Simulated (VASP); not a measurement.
# GaP (F-43m) in VASP: further runs

The runs below take GaP through relaxation of cell and atoms, with PBE.

Program: VASP 6.6.1. These are calculated values, not measurements. Logs are shortened: lines on timing, memory, paths and dates and some standing lists are left out, and cuts for length are marked.

## Step 1: The cell of the first run

It takes space group F-43m (No. 216, cubic). The conventional cell has a = 4.960 Å, b = 4.960 Å, c = 4.960 Å, α = 90.00°, β = 90.00°, γ = 90.00°. Within 2.8 Å of Ga (site symmetry -43m) lie 4 P at 2.15 Å. P (site symmetry -43m) has 4 Ga at 2.15 Å within 2.8 Å.

## Step 2: Relaxation of cell and atoms, PBE, target pressure 60 GPa, at which the enthalpy is minimised

Contents of INCAR:

```
ALGO     = Normal         # electronic algorithm
EDIFF    = 1E-7           # SCF threshold, eV
EDIFFG   = -0.008         # ionic threshold
ENCUT    = 600            # plane-wave cutoff, eV
GGA      = PE             # functional
IBRION   = 2              # ionic algorithm
ISIF     = 3              # what is computed and relaxed
ISMEAR   = 0              # smearing method
LASPH    = T              # aspherical terms in the spheres
LCHARG   = F              # write CHGCAR
LREAL    = F              # projectors in reciprocal space
LWAVE    = F              # write WAVECAR
NELM     = 60             # most SCF steps
NSW      = 70             # ionic steps
PREC     = Accurate       # precision mode
PSTRESS  = 600.0        
SIGMA    = 0.02           # smearing width, eV
```

Contents of KPOINTS:

```
k-points
0
Gamma
  10 10 10
```

Contents of POSCAR:

```
GaP
1.0
    0.0000000000      2.4801320057      2.4801320057
    2.4801320057      0.0000000000      2.4801320057
    2.4801320057      2.4801320057      0.0000000000
Ga P
1 1
Direct
    0.0000000000      0.0000000000      0.0000000000
    0.2500000000      0.2500000000      0.2500000000
```

Potentials or basis: VASP PAW PBE potentials, release 64 (Ga_d, P).

Started as:

```bash
> cat potpaw_PBE.64/Ga_d/POTCAR potpaw_PBE.64/P/POTCAR > POTCAR
> mpirun -np 1 vasp_std > vasp.out
```

OUTCAR:

```text
EDIFF = 1E-7
   EDIFFG = -0.008
   ENCUT = 600
   GGA = PE
   IBRION = 2
   ISIF = 3
   ISMEAR = 0
   LASPH = T
   LREAL = F
   NELM = 60
   NSW = 70
   PREC = Accurate
   PSTRESS = 600.0

 ion  position               nearest neighbor table
   1  0.000  0.000  0.000-   2 2.15   2 2.15   2 2.15   2 2.15
   2  0.250  0.250  0.250-   1 2.15   1 2.15   1 2.15   1 2.15

  LATTYP: Found a face centered cubic cell.
 ALAT       =     4.9602640114

  Lattice vectors:

 A1 = (   0.0000000000,   2.4801320057,   2.4801320057)
 A2 = (   2.4801320057,   0.0000000000,   2.4801320057)
 A3 = (   2.4801320057,   2.4801320057,   0.0000000000)

Analysis of symmetry for initial positions (statically):
=====================================================================
 Subroutine PRICEL returns:
 Original cell was already a primitive cell.

 Routine SETGRP: Setting up the symmetry group for a
 face centered cubic supercell.

 Subroutine GETGRP returns: Found 24 space group operations
 (whereof 24 operations were pure point group operations)
 out of a pool of 48 trial point group operations.

The static configuration has the point symmetry T_d .

Analysis of symmetry for dynamics (positions and initial velocities):
=====================================================================
 Subroutine PRICEL returns:
 Original cell was already a primitive cell.

 Routine SETGRP: Setting up the symmetry group for a
 face centered cubic supercell.

 Subroutine GETGRP returns: Found 24 space group operations
 (whereof 24 operations were pure point group operations)
 out of a pool of 48 trial point group operations.

The dynamic configuration has the point symmetry T_d .

 Subroutine INISYM returns: Found 24 space group operations
 (whereof 24 operations are pure point group operations),
 and found     1 'primitive' translations

----------------------------------------------------------------------------------------

                                     Primitive cell

  volume of cell :      30.5109

  direct lattice vectors                    reciprocal lattice vectors
     0.000000000  2.480132006  2.480132006    -0.201602172  0.201602172  0.201602172
     2.480132006  0.000000000  2.480132006     0.201602172 -0.201602172  0.201602172
     2.480132006  2.480132006  0.000000000     0.201602172  0.201602172 -0.201602172

  length of vectors
     3.507436319  3.507436319  3.507436319     0.349185205  0.349185205  0.349185205

  position of ions in fractional coordinates (direct lattice)
     0.000000000  0.000000000  0.000000000
     0.250000000  0.250000000  0.250000000

  ion indices of the primitive-cell ions
   primitive index   ion index
                 1           1
                 2           2

----------------------------------------------------------------------------------------

 KPOINTS: k-points

Automatic generation of k-mesh.
 Grid dimensions read from file:
 generate k-points for:   10   10   10

 Generating k-lattice:

  Cartesian coordinates                     Fractional coordinates (reciprocal lattice)
    -0.020160217  0.020160217  0.020160217     0.100000000  0.000000000  0.000000000
     0.020160217 -0.020160217  0.020160217     0.000000000  0.100000000  0.000000000
     0.020160217  0.020160217 -0.020160217     0.000000000  0.000000000  0.100000000

  Length of vectors
     0.034918521  0.034918521  0.034918521

  Shift w.r.t. Gamma in fractional coordinates (k-lattice)
     0.000000000  0.000000000  0.000000000

 Subroutine IBZKPT returns following result:
 ===========================================

 Found     47 irreducible k-points:

 Following reciprocal coordinates:
            Coordinates               Weight
  0.000000  0.000000  0.000000      1.000000
  0.100000  0.000000  0.000000      8.000000
  0.200000  0.000000  0.000000      8.000000
  0.300000  0.000000  0.000000      8.000000
  0.400000  0.000000  0.000000      8.000000
  0.500000  0.000000  0.000000      4.000000
[... 16 lines left out ...]
  0.300000  0.300000  0.000000      6.000000
  0.400000  0.300000  0.000000     24.000000
 [... further k-points ...]
   k-points           NKPTS =     47   k-points in BZ     NKDIM =     47   number of bands    NBANDS=     13
   number of dos      NEDOS =    301   number of ions     NIONS =      2
   total plane-waves  NPLWV =  21952
   dimension x,y,z NGX =    28 NGY =   28 NGZ =   28
   dimension x,y,z NGXF=    56 NGYF=   56 NGZF=   56
   ions per type =               1   1
   NGX,Y,Z   is equivalent  to a cutoff of  13.27, 13.27, 13.27 a.u.
   NGXF,Y,Z  is equivalent  to a cutoff of  26.54, 26.54, 26.54 a.u.
 SYSTEM =  unknown system
   PREC   = accura    normal or accurate (medium, high low for compatibility)
   ISTART =      0    job   : 0-new  1-cont  2-samecut
   ICHARG =      2    charge: 1-file 2-atom 10-const
   ISPIN  =      1    spin polarized calculation?
   LNONCOLLINEAR =      F non collinear calculations
   LSORBIT =      F    spin-orbit coupling
   LASPH  =      T    aspherical Exc in radial PAW
   ENCUT  =  600.0 eV  44.10 Ry    6.64 a.u.   7.01  7.01  7.01*2*pi/ulx,y,z
   NELM   =     60;   NELMIN=  2; NELMDL= -5     # of ELM steps
   EDIFF  = 0.1E-06   stopping-criterion for ELM
   LREAL  =      F    real-space projection
   EDIFFG = -.8E-02   stopping-criterion for IOM
   NSW    =     70    number of steps for IOM
   IBRION =      2    ionic relax: 0-MD 1-quasi-New 2-CG
   NFREE  =      1    steps in history (QN), initial steepest desc. (CG)
   ISIF   =      3    stress and relaxation
   ISYM   =      2    0-nonsym 1-usesym 2-fastsym
   POTIM  = 0.5000    time-step for ionic-motion
   TEBEG  =    0.0;   TEEND  =   0.0 temperature during run
   PSTRESS=  600.0 pullay stress
   NELECT =      18.0000    total number of electrons
   NUPDOWN=      -1.0000    fix difference up-down
   EMIN   =  10.00;   EMAX   =-10.00  energy-range for DOS
   EFERMI =   0.00;   METHOD = LEGACY
   ISMEAR =     0;   SIGMA  =   0.02  broadening in eV -4-tet -1-fermi 0-gaus
   EFERMI_NEDOS =   21; number of points for ismear=-14 and -15
   IALGO  =     38    algorithm
   IMIX   =      4    mixing-type and parameters
     AMIX     =   0.40;   BMIX     =  1.00
     AMIX_MAG =   1.60;   BMIX_MAG =  1.00
  volume/ion in A,a.u.               =      15.26       102.95
  Fermi-wavevector in a.u.,A,eV,Ry     =   1.373033  2.594656 25.649958  1.885219
  Thomas-Fermi vector in A             =   2.498586
   LORBIT       =      0    0 simple, 1 ext, 2 COOP (PROOUT), +10 PAW based schemes
   GGA     = PE    functional components
   LHFCALC =     F    Hartree Fock is set to
   AEXX    =    0.0000 exact exchange contribution
   IVDW    =     0    specifies the selected vdW correction
   LEPSILON=     F    determine dielectric tensor
   LRPA    =     F    only Hartree local field effects (RPA)
 conjugate gradient relaxation of ions
 non-spin polarized calculation
 Gauss-broadening in eV      SIGMA  =   0.02
  energy-cutoff  :      600.00
  volume of cell :       30.51
 maximum number of plane-waves:      1034
   NGX = 13   NGY = 13   NGZ = 13

--------------------------------------- Ionic step        1  -------------------------------------------

 number of electron      18.0000010 magnetization

 Free energy of the ion-electron system (eV)
  ---------------------------------------------------
  ext. energy  EPLUGINS =         0.00000000
  ---------------------------------------------------
  free energy    TOTEN  =        -7.87107300 eV

  energy without entropy =       -7.87107300  energy(sigma->0) =       -7.87107300

------------------------ aborting loop because EDIFF is reached ----------------------------------------

  FORCE on cell =-STRESS in cart. coord.  units (eV):
  Direction    XX          YY          ZZ          XY          YZ          ZX
  --------------------------------------------------------------------------------------
  -------------------------------------------------------------------------------------
  Total        9.0017666      9.0017666      9.0017666      0.0000000      0.0000000      0.0000000
  in kB      472.6981967    472.6981967    472.6981967      0.0000000      0.0000000      0.0000000
  external PRESSURE =    -127.3018033 kB  Pullay stress =     600.0000000 kB
[... 23 lines left out ...]
  enthalpy is  TOTEN    =         3.5549489579 eV   P V=       11.4260219572

--------------------------------------- Ionic step        2  -------------------------------------------

 number of electron      18.0000001 magnetization

 E-fermi :  10.9703     XC(G=0): -12.1200

 val. band max:       10.8323077986   @ k =   0.0000   0.0000   0.0000
 cond. band min:      11.0914148379   @ k =   0.5000   0.5000   0.0000
 fundamental gap:      0.2591070394
 Fermi energy:        10.9702896411

 k-point     1 :       0.0000    0.0000    0.0000
  band No.  band energies     occupation
      1      -6.2904      2.00000
      2      -5.6438      2.00000
      3      -5.6438      2.00000
      4      -5.6438      2.00000
      5      -5.3032      2.00000
      6      -5.3032      2.00000
      7      10.8323      2.00000
      8      10.8323      2.00000
      9      10.8323      2.00000
     10      14.0965      0.00000
     11      14.0965      0.00000
     12      14.0966      0.00000
     13      16.5571      0.00000
[... 441 lines left out ...]
  enthalpy is  TOTEN    =         3.4975986189 eV   P V=       10.9293983607

--------------------------------------- Ionic step        4  -------------------------------------------

 number of electron      18.0000000 magnetization

 Free energy of the ion-electron system (eV)
  ---------------------------------------------------
  ext. energy  EPLUGINS =         0.00000000
  ---------------------------------------------------
  free energy    TOTEN  =        -7.40779991 eV

  energy without entropy =       -7.40779991  energy(sigma->0) =       -7.40779991

 E-fermi :   8.8105     XC(G=0): -11.4205

 val. band max:        8.7100977711   @ k =   0.0000   0.0000   0.0000
 cond. band min:       9.4610065839   @ k =   0.5000   0.5000   0.0000
 fundamental gap:      0.7509088129
 Fermi energy:         8.8104862011

 k-point     1 :       0.0000    0.0000    0.0000
  band No.  band energies     occupation
      1      -6.9293      2.00000
      2      -6.9293      2.00000
      3      -6.9293      2.00000
      4      -6.8160      2.00000
      5      -6.6805      2.00000
      6      -6.6805      2.00000
      7       8.7101      2.00000
      8       8.7101      2.00000
      9       8.7101      2.00000
     10      12.2760      0.00000
     11      12.2760      0.00000
     12      12.2760      0.00000
     13      13.3622      0.00000
[... 397 lines left out ...]
  FREE ENERGIE OF THE ION-ELECTRON SYSTEM (eV)
  ---------------------------------------------------
  free  energy   TOTEN  =        -7.4077999096 eV

  energy  without entropy=       -7.4077999096  energy(sigma->0) =       -7.40779991

  enthalpy is  TOTEN    =         3.4974325098 eV   P V=       10.9052324194

 reached required accuracy - stopping structural energy minimisation
```

It took 2.5 min on 1 thread of Intel Xeon 6975P-C, shared host; peak memory 0.18 GiB.

What came out:

| Property | Result |
| --- | --- |
| Free energy | -7.4078 eV |
| Relaxed volume | 14.56 Å³/atom |
| Relaxed cell | a = 3.453 Å, b = 3.453 Å, c = 3.453 Å, α = 60.00°, β = 60.00°, γ = 60.00° |
| Space group after relaxing (to 0.05 Å) | F-43m (No. 216) |
| Energy change on relaxing (the enthalpy is what falls) | +231.6 meV/atom |
| Ionic steps | 4 |
| Pressure after relaxing | 59.9 GPa |
| Band gap on the k mesh | 0.75 eV, indirect (least direct gap 3.57 eV) |

The path:
```tsv
step	energy change (eV)	largest force (eV/Å)	pressure (GPa)	volume (Å³)
1	0.0000	0.0000	47.27	30.51
2	2.3356	0.0000	108.73	25.47
3	0.4393	0.0000	59.28	29.18
4	0.4633	0.0000	59.95	29.12
```

Final structure:
```yaml
crystal:
  lattice:
    - [0.00000, 2.44186, 2.44186]
    - [2.44186, 0.00000, 2.44186]
    - [2.44186, 2.44186, 0.00000]
  atoms:
    - { symbol: Ga, position: [0.00000, 0.00000, 0.00000] }
    - { symbol: P, position: [0.25000, 0.25000, 0.25000] }
```

Levels at points of the mesh, in eV from the valence-band top:
```tsv
k point	band 6	band 7	band 8	band 9	band 10	band 11	band 12	band 13
(0.00, 0.00, 0.00)	-15.39	0.00	0.00	0.00	3.57	3.57	3.57	4.65
(0.50, 0.00, 0.00)	-12.11	-9.02	-1.72	-1.72	2.64	4.37	4.37	8.55
(0.50, 0.50, 0.00)	-10.78	-8.66	-4.09	-4.09	0.75	1.14	12.88	12.96
```

Caveat: the cell is relaxed towards a set pressure, so the enthalpy falls and the energy may rise.

## Step 3: Relaxation of cell and atoms, PBE, target pressure 30 GPa, at which the enthalpy is minimised

This run uses another cell than the first one, of 16.71 Å³/atom, 1.095 times its volume.

Contents of INCAR:

```
PREC = Accurate
ENCUT = 600
EDIFF = 1E-6
ISMEAR = 0
SIGMA = 0.02
LREAL = False
LASPH = True
NELM = 100
ALGO = Normal
ISIF = 3
LWAVE = False
LCHARG = False
GGA = PE
IBRION = 2
NSW = 70
EDIFFG = -0.008
PSTRESS = 300.0
```

Contents of KPOINTS:

```
regular mesh
0
Gamma
  10 10 10
```

Contents of POSCAR:

```
GaP
1.0
    0.0000000000      2.5564628235      2.5564628235
    2.5564628235      0.0000000000      2.5564628235
    2.5564628235      2.5564628235      0.0000000000
Ga P
1 1
Direct
    0.0000000000      0.0000000000      0.0000000000
    0.2500000000      0.2500000000      0.2500000000
```

Potentials or basis: VASP PAW PBE potentials, release 64 (Ga_d, P).

Started as:

```bash
> cat potpaw_PBE.64/Ga_d/POTCAR potpaw_PBE.64/P/POTCAR > POTCAR
> mpirun -np 1 vasp_std > vasp.out
```

It took 1.9 min on 1 thread of Intel Xeon 6975P-C, shared host; peak memory 0.19 GiB.

It converged, with:

* Free energy: -8.4637 eV
* Relaxed volume: 16.50 Å³/atom
* Relaxed cell: a = 3.600 Å, b = 3.600 Å, c = 3.600 Å, α = 60.00°, β = 60.00°, γ = 60.00°
* Space group after relaxing (to 0.05 Å): F-43m (No. 216)
* Energy change on relaxing (the enthalpy is what falls): +37.5 meV/atom
* Ionic steps: 3
* Pressure after relaxing: 30.0 GPa
* Band gap on the k mesh: 1.14 eV, indirect (least direct gap 3.58 eV)

The path:
| step | energy change (eV) | largest force (eV/Å) | pressure (GPa) | volume (Å³) |
| --- | --- | --- | --- | --- |
| 1 | 0.0000 | 0.0000 | 27.59 | 33.42 |
| 2 | 0.2328 | 0.0000 | 34.80 | 32.22 |
| 3 | 0.0750 | 0.0000 | 30.05 | 33.00 |

Final structure:
```cif
data_structure
_symmetry_space_group_name_H-M 'P 1'
_symmetry_Int_Tables_number 1
_cell_length_a 3.6003
_cell_length_b 3.6003
_cell_length_c 3.6003
_cell_angle_alpha 60.000
_cell_angle_beta 60.000
_cell_angle_gamma 60.000
_cell_volume 33.00
loop_
_atom_site_label
_atom_site_type_symbol
_atom_site_fract_x
_atom_site_fract_y
_atom_site_fract_z
_atom_site_occupancy
Ga1 Ga 0.00000 0.00000 0.00000 1
P1 P 0.25000 0.25000 0.25000 1
```

Levels at points of the mesh, in eV from the valence-band top:
```
           k point  band 6  band 7  band 8  band 9  band 10  band 11  band 12  band 13
(0.00, 0.00, 0.00)  -14.24    0.00    0.00    0.00     3.58     3.75     3.75     3.75
(0.50, 0.00, 0.00)  -11.40   -7.99   -1.46   -1.46     2.29     4.57     4.57     8.53
(0.50, 0.50, 0.00)  -10.22   -7.85   -3.49   -3.49     1.14     1.49    12.09    12.09
```

Caveat: the cell is relaxed towards a set pressure, so the enthalpy falls and the energy may rise.

(Part 1 of 2 ends here.)
